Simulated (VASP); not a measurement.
# Mg3CdS4 (I4/mmm) in VASP: single point with PBE

Aim: the single point of Mg3CdS4 with PBE.

Everything below comes from runs of VASP 6.6.1. Logs are shortened: lines on timing, memory, paths and dates and some standing lists are left out, and cuts for length are marked.

## 1. The cell of the first run

It takes space group I4/mmm (No. 139, tetragonal). Conventional cell: a = 5.306 Å, b = 5.306 Å, c = 10.632 Å, α = 90.00°, β = 90.00°, γ = 90.00°. Mg (site symmetry 4/mmm) has 6 S at 2.57 to 2.65 Å within 3.4 Å. Within 3.5 Å of Mg (site symmetry -4m2) lie 6 S at 2.65 to 2.66 Å. Cd (site symmetry 4/mmm) has 6 S at 2.65 to 2.74 Å within 3.5 Å. S (site symmetry 4mm) has 5 Mg at 2.57 to 2.65 Å and 1 Cd at 2.74 Å within 3.4 Å. S (site symmetry mmm) has 4 Mg at 2.65 to 2.66 Å and 2 Cd at 2.65 Å within 3.5 Å.

## 2. Single point, PBE

The input, POSCAR:

```
Mg3CdS4
1.0
   -2.6530940000      2.6530940000      5.3162269000
    2.6530940000     -2.6530940000      5.3162269000
    2.6530940000      2.6530940000     -5.3162269000
Mg Cd S
3 1 4
Direct
    0.0000000000      0.0000000000      0.0000000000
    0.7500000000      0.2500000000      0.5000000000
    0.2500000000      0.7500000000      0.5000000000
    0.5000000000      0.5000000000      0.0000000000
    0.7578280000      0.7578280000      0.0000000000
    0.2421720000      0.2421720000      0.0000000000
    0.5000000000      0.0000000000      0.5000000000
    0.0000000000      0.5000000000      0.5000000000
```

The input, INCAR.step1:

```
PREC = Accurate
ENCUT = 520
EDIFF = 1E-6
ISMEAR = 0
SIGMA = 0.02
LREAL = False
LASPH = True
NELM = 60
ALGO = Normal
ISIF = 2
LWAVE = False
LCHARG = True
GGA = PE
NBANDS = 31
```

The input, KPOINTS.step1:

```
Automatic mesh
0
Gamma
  8 8 8
```

The input, INCAR.step2:

```
PREC = Accurate
ENCUT = 520
EDIFF = 1E-6
ISMEAR = -5
SIGMA = 0.02
LREAL = False
LASPH = True
NELM = 60
ALGO = Normal
ISIF = 2
LWAVE = False
LCHARG = False
GGA = PE
LORBIT = 11
NEDOS = 2001
ICHARG = 11
```

The input, KPOINTS.step2:

```
Automatic mesh
0
Gamma
  12 12 12
```

Potentials or basis: VASP PAW PBE potentials, release 64 (Mg, Cd, S).

Run with:

```
> cat potpaw_PBE.64/Mg/POTCAR potpaw_PBE.64/Cd/POTCAR potpaw_PBE.64/S/POTCAR > POTCAR
> cp INCAR.step1 INCAR
> cp KPOINTS.step1 KPOINTS
> mpirun -np 1 vasp_std > vasp.out
> cp INCAR.step2 INCAR
> cp KPOINTS.step2 KPOINTS
> mpirun -np 1 vasp_std > vasp.out
```

OUTCAR:

```text
PREC = Accurate
   ENCUT = 520
   EDIFF = 1E-6
   ISMEAR = -5
   LREAL = False
   LASPH = True
   NELM = 60
   ISIF = 2
   GGA = PE
   LORBIT = 11
   ICHARG = 11

 ion  position               nearest neighbor table
   1  0.000  0.000  0.000-   5 2.57   6 2.57   7 2.65   8 2.65   8 2.65   7 2.65
   2  0.750  0.250  0.500-   5 2.65   6 2.65   5 2.65   6 2.65   7 2.66   8 2.66
   3  0.250  0.750  0.500-   5 2.65   6 2.65   5 2.65   6 2.65   7 2.66   8 2.66
   4  0.500  0.500  0.000-   7 2.65   8 2.65   7 2.65   8 2.65   5 2.74   6 2.74
   5  0.758  0.758  0.000-   1 2.57   2 2.65   3 2.65   2 2.65   3 2.65   4 2.74
   6  0.242  0.242  0.000-   1 2.57   3 2.65   2 2.65   2 2.65   3 2.65   4 2.74
   7  0.500  0.000  0.500-   1 2.65   4 2.65   4 2.65   1 2.65   3 2.66   2 2.66
   8  0.000  0.500  0.500-   1 2.65   4 2.65   1 2.65   4 2.65   3 2.66   2 2.66

  LATTYP: Found a body centered tetragonal cell.
 ALAT       =     5.3061880000
 C/A-ratio  =     2.0037838463

  Lattice vectors:

 A1 = (  -2.6530940000,   2.6530940000,   5.3162269000)
 A2 = (   2.6530940000,  -2.6530940000,   5.3162269000)
 A3 = (   2.6530940000,   2.6530940000,  -5.3162269000)

Analysis of symmetry for initial positions (statically):
=====================================================================
 Subroutine PRICEL returns:
 Original cell was already a primitive cell.

 Routine SETGRP: Setting up the symmetry group for a
 body centered tetragonal supercell.

 Subroutine GETGRP returns: Found 16 space group operations
 (whereof 16 operations were pure point group operations)
 out of a pool of 16 trial point group operations.

The static configuration has the point symmetry D_4h.

Analysis of symmetry for dynamics (positions and initial velocities):
=====================================================================
 Subroutine PRICEL returns:
 Original cell was already a primitive cell.

 Routine SETGRP: Setting up the symmetry group for a
 body centered tetragonal supercell.

 Subroutine GETGRP returns: Found 16 space group operations
 (whereof 16 operations were pure point group operations)
 out of a pool of 16 trial point group operations.

The dynamic configuration has the point symmetry D_4h.

 Subroutine INISYM returns: Found 16 space group operations
 (whereof 16 operations are pure point group operations),
 and found     1 'primitive' translations

----------------------------------------------------------------------------------------
[... 120 lines left out ...]
   EMIN   =  10.00;   EMAX   =-10.00  energy-range for DOS
   EFERMI =   0.00;   METHOD = LEGACY
   ISMEAR =    -5;   SIGMA  =   0.02  broadening in eV -4-tet -1-fermi 0-gaus
   EFERMI_NEDOS =   21; number of points for ismear=-14 and -15
   IALGO  =     38    algorithm
   IMIX   =      4    mixing-type and parameters
     AMIX     =   0.40;   BMIX     =  1.00
     AMIX_MAG =   1.60;   BMIX_MAG =  1.00
  volume/ion in A,a.u.               =      18.71       126.26
  Fermi-wavevector in a.u.,A,eV,Ry     =   1.071770  2.025352 15.628894  1.148691
  Thomas-Fermi vector in A             =   2.207520
   LORBIT       =     11    0 simple, 1 ext, 2 COOP (PROOUT), +10 PAW based schemes
   GGA     = PE    functional components
   LHFCALC =     F    Hartree Fock is set to
   AEXX    =    0.0000 exact exchange contribution
   IVDW    =     0    specifies the selected vdW correction
   LEPSILON=     F    determine dielectric tensor
   LRPA    =     F    only Hartree local field effects (RPA)
 non-spin polarized calculation
 Fermi weights with tetrahedron method with Bloechl corrections
  energy-cutoff  :      520.00
  volume of cell :      149.68
 maximum number of plane-waves:      4053

 number of electron      42.0000001 magnetization

 Free energy of the ion-electron system (eV)
  ---------------------------------------------------
  ext. energy  EPLUGINS =         0.00000000
  ---------------------------------------------------
  free energy    TOTEN  =       -31.22555459 eV

  energy without entropy =      -31.22555459  energy(sigma->0) =      -31.22555459

 E-fermi :   3.7865     XC(G=0):  -9.7944

 val. band max:        3.7796313148   @ k =   0.5000   0.5000   0.0000
 cond. band min:       4.7206293829   @ k =   0.5000   0.5000   0.5000
 fundamental gap:      0.9409980681
 Fermi energy:         3.7864717029

 k-point     1 :       0.0000    0.0000    0.0000
  band No.  band energies     occupation
      1      -9.2639      2.00000
      2      -8.0012      2.00000
      3      -7.8986      2.00000
      4      -7.6521      2.00000
      5      -3.9708      2.00000
      6      -3.9708      2.00000
[... 685 lines left out ...]
     25       8.7256      0.00000
     26       9.2437      0.00000

 [... further k-points ...]
[... 5 lines left out ...]
  --------------------------------------------------------------------------------------
  -------------------------------------------------------------------------------------
  Total       -0.0636805     -0.0636805     -0.0927404      0.0000000      0.0000000      0.0000000
  in kB       -0.6816289     -0.6816289     -0.9926832      0.0000000      0.0000000      0.0000000
  external PRESSURE =      -0.7853137 kB  Pullay stress =       0.0000000 kB

 VOLUME and BASIS-vectors are now :
 -----------------------------------------------------------------------------
  energy-cutoff  :      520.00
  volume of cell :      149.68
      direct lattice vectors                 reciprocal lattice vectors
    -2.653094000  2.653094000  5.316226900     0.000000000  0.188459210  0.094051667
     2.653094000 -2.653094000  5.316226900     0.188459210  0.000000000  0.094051667
     2.653094000  2.653094000 -5.316226900     0.188459210  0.188459210  0.000000000

 POSITION                                       TOTAL-FORCE (eV/Angst)
 -----------------------------------------------------------------------------------
      0.00000      0.00000      0.00000        -0.000000     -0.000000     -0.000000
     -0.00000      2.65309      2.65811        -0.000000     -0.000000     -0.000000
      2.65309     -0.00000      2.65811        -0.000000     -0.000000     -0.000000
      0.00000      0.00000      5.31623        -0.000000     -0.000000     -0.000000
      0.00000      0.00000      8.05757        -0.000000     -0.000000      0.027995
      0.00000      0.00000      2.57488         0.000000      0.000000     -0.027995
      0.00000      2.65309      0.00000        -0.000000     -0.000000     -0.000000
      2.65309      0.00000      0.00000        -0.000000     -0.000000     -0.000000
 -----------------------------------------------------------------------------------
    total drift:                                0.000000      0.000000      0.000000

  FREE ENERGIE OF THE ION-ELECTRON SYSTEM (eV)
  ---------------------------------------------------
  free  energy   TOTEN  =       -31.2255545939 eV

  energy  without entropy=      -31.2255545939  energy(sigma->0) =      -31.22555459

 total charge

# of ion       s       p       d       tot
------------------------------------------
    1        0.137   0.122   0.037   0.295
    2        0.133   0.115   0.034   0.281
    3        0.133   0.115   0.034   0.281
    4        0.377   0.279   9.592  10.247
    5        1.318   2.466   0.000   3.784
    6        1.318   2.466   0.000   3.784
    7        1.323   2.454   0.000   3.776
    8        1.323   2.454   0.000   3.776
--------------------------------------------------
tot          6.061  10.469   9.696  26.225
```

Run time: 24 min. Hardware: 1 thread of Oxide Virtual Turin-like, shared host; peak memory 0.72 GiB.

Results:

```
Valence electrons inside the program's atomic spheres : Mg 0.29, 0.28 (each value once); Cd 10.25; S 3.78
```
